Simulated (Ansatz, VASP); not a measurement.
Rh in VASP and in Ansatz

```
Rh
1.0
     0.00000    1.89785    1.89785
     1.89785    0.00000    1.89785
     1.89785    1.89785    0.00000
Rh
1
Direct
  0.00000 0.00000 0.00000
```

Alike in both runs: task relaxation of cell and atoms; functional RPBE; dispersion D3(BJ); k mesh 12 × 12 × 12; occupations fermi-dirac, width 0.05 eV; no spin polarisation.

|  | VASP | Ansatz |
| --- | --- | --- |
| version | VASP 6.6.1 | Ansatz 0.2.0 |
| potentials or method | VASP PAW PBE potentials, release 64 (Rh_pv) | Ansatz PAW |
| plane-wave cutoff (eV) | 600 | 420 |
| valence electrons in the cell | 15 | 17 |

|  | VASP | Ansatz | Ansatz less VASP |
| --- | --- | --- | --- |
| relaxed volume (Å³/atom) | 12.40 | 12.40 | -0.004 |
| relaxed cell length with the largest relative difference (Å) | 2.598 | 2.598 | -0.0003 |

VASP's potentials were made for PBE, not for RPBE. VASP's potentials hold 15 valence electrons a cell and Ansatz's 17, so a difference there can come from the potentials and not from the codes.

Noted on Ansatz's run: the plane-wave basis is chosen anew once the cell has moved, so the energies of steps on either side of that aren't comparable.
